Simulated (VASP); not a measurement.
Runs of VASP 6.6.1 on TaN. Symmetry: P6/mmm, No. 191, hexagonal system. The conventional cell has a = 5.191 Å, b = 5.191 Å, c = 2.908 Å, α = 90.00°, β = 90.00°, γ = 120.00°. Within 3.4 Å of Ta (site symmetry 6/mmm) lie 6 N at 2.60 Å and 14 Ta at 2.91 to 3.33 Å. Within 2.8 Å of Ta (site symmetry -6m2) lie 6 N at 2.09 Å. Within 2.8 Å of N (site symmetry mmm) lie 6 Ta at 2.09 to 2.60 Å and 4 N at 2.60 Å. 

| level | gap on the mesh (eV) | pressure (GPa) |
| --- | --- | --- |
| PBEsol | none | (a) |
| revPBE | none | 13.8 |
| PBE | none | 10.5 |
| RPBE | none | 15.0 |

Alike in all rows: task single point; potentials or basis VASP PAW PBE potentials, release 64 (Ta_pv, N); no spin polarisation; cell as given; k mesh 5 × 5 × 7; cutoff (eV) 600; smearing fermi-dirac 0.15 eV.

Q: Estimate the missing entries.

A: (a) 1.9.

Caveats: spin-orbit coupling is left out, which moves the levels of the heavy elements; the PAW data sets were made with another functional, which shifts forces and pressure a little (some runs).

A k mesh can miss the band edges, and the runs leave out spin-orbit coupling on Ta.

A gap of «none» marks levels without a gap at the run's occupations.
